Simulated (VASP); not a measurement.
Runs of VASP 6.6.1 on InTe4. The structure is that of space group Im-3m (No. 229), or close to it. The cells are those of the table. The cell was generated, and may not be a known phase.

```csv
task,cell,k mesh,cutoff (eV),gap on the mesh (eV),pressure (GPa),relaxed volume (Å³/atom)
single point,"a = 5.874 Å, angles 109.5°, 5 atoms",4 × 4 × 4,520,none,5.6,-
relaxation of cell and atoms,"relaxed from a = 6.102 Å, angles 109.5°, 5 atoms",8 × 8 × 8,600,none,0.0,34.79
single point,"a = 6.091 Å, angles 109.5°, 5 atoms",8 × 8 × 8,520,none,0.0,-
relaxation of cell and atoms,"relaxed from a = 5.874 Å, angles 109.5°, 5 atoms",4 × 4 × 4,600,none,0.0,34.70
single point,"a = 6.102 Å, angles 109.5°, 5 atoms",4 × 4 × 4,520,none,(a),-
```

Alike in all rows: level PBE; potentials or basis VASP PAW PBE potentials, release 64 (In_d, Te); no spin polarisation; smearing gaussian 0.1 eV.

Question: Estimate the missing entries.

Answer: (a) -0.3.

Caveats: spin-orbit coupling is left out, which moves the levels of the heavy elements; the cell stands under pressure (at least some runs).

A k mesh can miss the band edges, and the runs leave out spin-orbit coupling on In, Te.

A gap of «none» marks levels without a gap at the run's occupations.
